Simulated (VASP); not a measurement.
# Mo3H in VASP: single point with PBE

Aim: the single point of Mo3H with PBE.

Program: VASP 6.6.1. These are calculated values, not measurements. Logs are shortened: lines on timing, memory, paths and dates and some standing lists are left out, and cuts for length are marked.

### Step 1. The cell of the first run

The cell holds a slab with vacuum, 4 atoms: a = 2.737 Å, b = 2.737 Å, c = 21.308 Å, α = 90.00°, β = 90.00°, γ = 109.47°.

### Step 2. Single point, PBE, collinear spin, ferromagnetic start

The input, INCAR:

```
PREC = Accurate ; ENCUT = 520
EDIFF = 1E-6 ; ISMEAR = 0
SIGMA = 0.1 ; LREAL = False
LASPH = True ; NELM = 150
ALGO = Normal ; ISIF = 2
LWAVE = False ; LCHARG = False
ISPIN = 2 ; MAGMOM = 0 0 0 1
LORBIT = 11 ; LMAXMIX = 4
LDIPOL = True ; IDIPOL = 3
DIPOL = 0.5 0.5 0.325 ; GGA = PE
NBANDS = 34
```

The input, KPOINTS:

```
regular mesh
0
Gamma
  10 10 1
```

The input, POSCAR:

```
Mo3H
1.0
    2.7370454666      0.0000000000      0.0000000000
   -0.9123484889      2.5805112132      0.0000000000
    0.0000000000      0.0000000000     21.3082440588
Mo H
3 1
Direct
    0.5000000000      0.5000000000      0.1877207708
    0.0000000000      0.0000000000      0.2888166433
    0.5000000000      0.5000000000      0.3899074948
    1.0000000000      1.0000000000      0.4321446682
```

Potentials or basis: VASP PAW PBE potentials, release 64 (Mo_sv, H).

Command:

```console
cat potpaw_PBE.64/Mo_sv/POTCAR potpaw_PBE.64/H/POTCAR > POTCAR
mpirun -np 1 vasp_std > vasp.out
```

OUTCAR:

```text
PREC = Accurate
   ENCUT = 520
   EDIFF = 1E-6
   ISMEAR = 0
   LREAL = False
   LASPH = True
   NELM = 150
   ISIF = 2
   ISPIN = 2
   LORBIT = 11
   GGA = PE

 ion  position               nearest neighbor table
   1  0.500  0.500  0.188-   2 2.67   2 2.67   2 3.10   2 3.10
   2  0.000  0.000  0.289-   3 2.67   3 2.67   1 2.67   1 2.67   3 3.10   3 3.10   1 3.10   1 3.10

   3  0.500  0.500  0.390-   4 1.82   4 1.82   2 2.67   2 2.67   2 3.10   2 3.10
   4  0.000  0.000  0.432-   3 1.82   3 1.82

  LATTYP: Found a base centered orthorhombic cell.
 ALAT       =     3.1604678739
 B/A-ratio  =     1.4142135624
 C/A-ratio  =     6.7421169615

  Lattice vectors:

 A1 = (   2.7370454666,   0.0000000000,   0.0000000000)
 A2 = (  -0.9123484889,   2.5805112132,   0.0000000000)
 A3 = (   0.0000000000,   0.0000000000,  21.3082440588)

Analysis of symmetry for initial positions (statically):
=====================================================================
 Subroutine PRICEL returns:
 Original cell was already a primitive cell.

 Routine SETGRP: Setting up the symmetry group for a
 base centered orthorhombic supercell.

 Subroutine GETGRP returns: Found  4 space group operations
 (whereof  4 operations were pure point group operations)
 out of a pool of  8 trial point group operations.

The static configuration has the point symmetry C_2v.

Analysis of symmetry for dynamics (positions and initial velocities):
=====================================================================
 Subroutine PRICEL returns:
 Original cell was already a primitive cell.

 Routine SETGRP: Setting up the symmetry group for a
 base centered orthorhombic supercell.

 Subroutine GETGRP returns: Found  4 space group operations
 (whereof  4 operations were pure point group operations)
 out of a pool of  8 trial point group operations.

The dynamic configuration has the point symmetry C_2v.

Analysis of structural, dynamic, and magnetic symmetry:
=====================================================================
 Subroutine PRICEL returns:
 Original cell was already a primitive cell.

 Routine SETGRP: Setting up the symmetry group for a
 base centered orthorhombic supercell.

 Subroutine GETGRP returns: Found  4 space group operations
 (whereof  4 operations were pure point group operations)
 out of a pool of  8 trial point group operations.

The overall configuration has the point symmetry C_2v.

[... 134 lines left out ...]
 Gauss-broadening in eV      SIGMA  =   0.10
  energy-cutoff  :      520.00
  volume of cell :      150.50
 maximum number of plane-waves:      4094
   NGX = 11   NGY = 11   NGZ = 79

 dipolmoment           0.000000      0.000000      0.015142 electrons x Angstroem

 number of electron      42.9999994 magnetization       0.0000352

 dipolmoment           0.000000      0.000000     -0.006227 electrons x Angstroem

 Free energy of the ion-electron system (eV)
  ---------------------------------------------------
  ext. energy  EPLUGINS =         0.00000000
  ---------------------------------------------------
  free energy    TOTEN  =       -34.08554450 eV

  energy without entropy =      -34.05990996  energy(sigma->0) =      -34.07272723

 E-fermi :   1.1030     XC(G=0):  -5.2204

 val. band max:        1.0928602899   @ k =  -0.4000   0.3000   0.0000
 cond. band min:       1.1172279592   @ k =   0.5000   0.1000   0.0000
 fundamental gap:      0.0243676693
 Fermi energy:         1.1030465926

 spin component 1

 k-point     1 :       0.0000    0.0000    0.0000
  band No.  band energies     occupation
      1     -60.2128      1.00000
      2     -60.0226      1.00000
      3     -59.8505      1.00000
      4     -34.7515      1.00000
      5     -34.1371      1.00000
      6     -33.9682      1.00000
[... 853 lines left out ...]
     32       9.6807      0.00000
     33      10.0743      0.00000

 [... further k-points ...]

 spin component 2

 k-point     1 :       0.0000    0.0000    0.0000
  band No.  band energies     occupation
      1     -60.2128      1.00000
      2     -60.0226      1.00000
      3     -59.8505      1.00000
      4     -34.7515      1.00000
      5     -34.1371      1.00000
      6     -33.9682      1.00000
[... 853 lines left out ...]
     32       9.6807      0.00000
     33      10.0743      0.00000

 [... further k-points ...]

 [bands above 33 left out]

------------------------ aborting loop because EDIFF is reached ----------------------------------------

 vacuum level on the upper side and lower side of the slab       (xc-potential included)        -0.080         0.075

  FORCE on cell =-STRESS in cart. coord.  units (eV):
  Direction    XX          YY          ZZ          XY          YZ          ZX
  --------------------------------------------------------------------------------------
  -------------------------------------------------------------------------------------
  Total       -0.8881968     -0.5047847      1.7877666      0.5422265      0.0000000      0.0000000
  in kB       -9.4554969     -5.3737986     19.0320682      5.7723932      0.0000000      0.0000000
  external PRESSURE =       1.4009242 kB  Pullay stress =       0.0000000 kB

 VOLUME and BASIS-vectors are now :
 -----------------------------------------------------------------------------
  energy-cutoff  :      520.00
  volume of cell :      150.50
      direct lattice vectors                 reciprocal lattice vectors
     2.737045467  0.000000000  0.000000000     0.365357467  0.129173371  0.000000000
    -0.912348489  2.580511213  0.000000000     0.000000000  0.387520114  0.000000000
     0.000000000  0.000000000 21.308244059     0.000000000  0.000000000  0.046930193

 POSITION                                       TOTAL-FORCE (eV/Angst)
 -----------------------------------------------------------------------------------
      0.91235      1.29026      4.00000        -0.000000      0.000000      0.085355
      0.00000      0.00000      6.15418        -0.000000      0.000000     -0.735860
      0.91235      1.29026      8.30824         0.000000      0.000000     -0.015648
      0.00000      0.00000      9.20824        -0.000000      0.000000      0.666154
 -----------------------------------------------------------------------------------
    total drift:                                0.000000      0.000000      0.000108

  FREE ENERGIE OF THE ION-ELECTRON SYSTEM (eV)
  ---------------------------------------------------
  free  energy   TOTEN  =       -34.0855444974 eV

  energy  without entropy=      -34.0599099560  energy(sigma->0) =      -34.07272723

 vacuum level on the upper side and lower side of the slab         5.446         5.621

 total charge

# of ion       s       p       d       tot
------------------------------------------
    1        2.375   6.130   3.914  12.419
    2        2.383   6.213   3.949  12.545
    3        2.349   6.187   4.007  12.543
    4        0.541   0.024   0.000   0.565
--------------------------------------------------
tot          7.648  18.554  11.870  38.072

 magnetization (x)

# of ion       s       p       d       tot
------------------------------------------
    1        0.000   0.000   0.000   0.000
    2       -0.000   0.000  -0.000  -0.000
    3        0.000   0.000   0.000   0.000
    4        0.000   0.000   0.000   0.000
--------------------------------------------------
tot          0.000   0.000   0.000   0.000
```

OSZICAR:

```text
N       E                     dE             d eps       ncg     rms          rms(c)
DAV:   1     0.410921599517E+03    0.41092E+03   -0.26977E+04  5272   0.113E+03
DAV:   2    -0.249009771958E+02   -0.43582E+03   -0.42306E+03  5020   0.355E+02
DAV:   3    -0.349876622071E+02   -0.10087E+02   -0.97501E+01  4998   0.533E+01
[... 29 lines left out ...]
DAV:  33    -0.340855207775E+02   -0.11394E-04   -0.41230E-07  3198   0.185E-03    0.167E-03
DAV:  34    -0.340855330427E+02   -0.12265E-04   -0.42495E-07  3356   0.161E-03    0.141E-03
DAV:  35    -0.340855417317E+02   -0.86890E-05   -0.44322E-07  3334   0.179E-03    0.691E-04
DAV:  36    -0.340855441082E+02   -0.23765E-05   -0.12920E-07  3192   0.102E-03    0.280E-04
DAV:  37    -0.340855444974E+02   -0.38921E-06   -0.29742E-08  3214   0.480E-04
   1 F= -.34085544E+02 E0= -.34072727E+02  d E =-.256345E-01  mag=     0.0000
```

stdout:

```text
POSCAR found type information on POSCAR MoH
 POSCAR found :  2 types and       4 ions
 scaLAPACK will be used
 LDA part: xc-table for (Slater+PW92), standard interpolation
 POSCAR, INCAR and KPOINTS ok, starting setup
 FFT: planning ... GRIDC
 FFT: planning ... GRID_SOFT
 FFT: planning ... GRID
 WAVECAR not read
 entering main loop
```

Wall time 8.3 min (1 thread of Intel Xeon Platinum 8375C at 2.90GHz (Ice Lake), shared host); peak memory 0.42 GiB.

What came out:

| Quantity | Value |
| --- | --- |
| Free energy | -34.0855 eV |
| Largest force | 0.736 eV/Å |
| Net moment | 0.00 μB per cell |
| Valence electrons inside the program's atomic spheres | Mo 12.42, 12.54; H 0.56 |

Forces on the atoms (eV/Å):
```
Mo   0.000  0.000  0.085
Mo   0.000  0.000 -0.736
Mo   0.000  0.000 -0.016
H    0.000  0.000  0.666
```
